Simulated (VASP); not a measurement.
Wanted: the native input for a VASP 6.6.1 run.

| Property | Result |
| --- | --- |
| Task | single point |
| Functional | PBE |
| Potentials or basis | VASP PAW PBE potentials, release 64 (Mg, Cd, Te) |
| Cutoff | 520 eV |
| k mesh | 3 × 3 × 4 |
| Occupations | gaussian, width 0.1 eV |
| Spin | no spin polarisation |
| Dipole correction | no |
| Further INCAR settings | ALGO = Normal; EDIFF = 1e-06; NBANDS = 24 |

The structure of MgCdTe3 lies in POSCAR:

```
MgCdTe3
1.0
    6.5019145956      0.0000000000      0.0000000000
   -3.2509572978      5.6308232130      0.0000000000
    0.0000000000      0.0000000000      5.5061953301
Mg Cd Te
1 1 3
Direct
    0.0000000000      0.0000000000      0.5000000000
    0.0000000000      0.0000000000      0.0000000000
    0.5000000000      0.0000000000      0.0000000000
    0.0000000000      0.5000000000      0.0000000000
    0.5000000000      0.5000000000      0.0000000000
```

The cell was generated, and may not be a known phase.

One way to write it, as run:

INCAR

```
ALGO = Normal ; EDIFF = 1E-6
ENCUT = 520 ; GGA = PE
ISIF = 2 ; ISMEAR = 0
LASPH = T ; LCHARG = F
LREAL = F ; LWAVE = F
NBANDS = 24 ; NELM = 100
PREC = Accurate ; SIGMA = 0.1
```

KPOINTS

```
k-points
0
Gamma
  3 3 4
```

Potentials or basis: VASP PAW PBE potentials, release 64 (Mg, Cd, Te).

Launch:

```console
$ cat potpaw_PBE.64/Mg/POTCAR potpaw_PBE.64/Cd/POTCAR potpaw_PBE.64/Te/POTCAR > POTCAR
$ mpirun -np 1 vasp_std > vasp.out
```

It gave:

```json
{
 "Pressure": "0.0 GPa",
 "Band gap on the k mesh": "zero (bands 16 and 17 overlap by 1.37 eV)"
}
```

Caveat: the k points lie up to 0.37 Å⁻¹ apart, too coarse for converged energies and pressures of a metal; spin-orbit coupling is left out, which moves the levels of the heavy elements.

Wall time 58 s on 1 thread of Intel Xeon 8259CL, with other jobs on the host, peak memory 0.32 GiB.
